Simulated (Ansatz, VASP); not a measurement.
## Two plane-wave programs on Ti

POSCAR

```
Ti
1.0
   -1.6149061139      1.6149061139      1.6149061139
    1.6149061139     -1.6149061139      1.6149061139
    1.6149061139      1.6149061139     -1.6149061139
Ti
1
Direct
    0.0000000000      0.0000000000      0.0000000000
```

The input INCAR.step1:

```
SYSTEM = Ti
PREC = Accurate ; ENCUT = 520
ISMEAR = -1 ; SIGMA = 0.05
LREAL = .FALSE. ; LASPH = .TRUE.
NELM = 100 ; NBANDS = 12
GGA = PE ; ALGO = Normal
EDIFF = 1E-4 ; LWAVE = .TRUE.
LCHARG = .FALSE.
```

INCAR.step2

```
SYSTEM = Ti
PREC = Accurate ; ENCUT = 520
EDIFF = 1E-8 ; ISMEAR = -1
SIGMA = 0.05 ; LREAL = .FALSE.
LASPH = .TRUE. ; NELM = 100
ALGO = Normal ; ISIF = 2
LWAVE = .FALSE. ; LCHARG = .FALSE.
METAGGA = R2SCAN ; LMIXTAU = .TRUE.
LEFG = .TRUE. ; NBANDS = 12
ISTART = 1
```

KPOINTS

```
Automatic mesh
0
G
  18 18 18
  0 0 0
```

Input for Ansatz:

```yaml
crystal:
  lattice:
    - [-1.6149061139, 1.6149061139, 1.6149061139]
    - [1.6149061139, -1.6149061139, 1.6149061139]
    - [1.6149061139, 1.6149061139, -1.6149061139]
  atoms:
    - { symbol: Ti, position: [0.0, 0.0, 0.0] }
kpoints:
  mp_grid: { grid: [18, 18, 18] }
scf:
  occupations: { method: fermi_dirac, width: 0.05 }
hamiltonian:
  xc: r2scan
  pseudopotentials: { kind: paw }
output:
  forces: true
  stress: true
  eigenvalues: true
  efg: { contact_densities: true }
```

Change from the starting cell: volume scaled by 0.98, PAW files.

Alike in both runs: task electric field gradients; functional r2SCAN; k mesh 18 × 18 × 18; occupations fermi-dirac, width 0.05 eV; no spin polarisation.

```csv
,VASP,Ansatz
version,VASP 6.6.1,Ansatz 0.2.0
potentials or method,"VASP PAW PBE potentials, release 64 (Ti_sv)","PAW with Ansatz's default frozen-core files, scalar-relativistic"
plane-wave cutoff (eV),520,500
valence electrons in the cell,12,12
```

|  | VASP | Ansatz | Ansatz less VASP |
| --- | --- | --- | --- |
| pressure (GPa) | 2.8 | 2.4 | -0.46 |

VASP's potentials were made for PBE, not for r2SCAN.
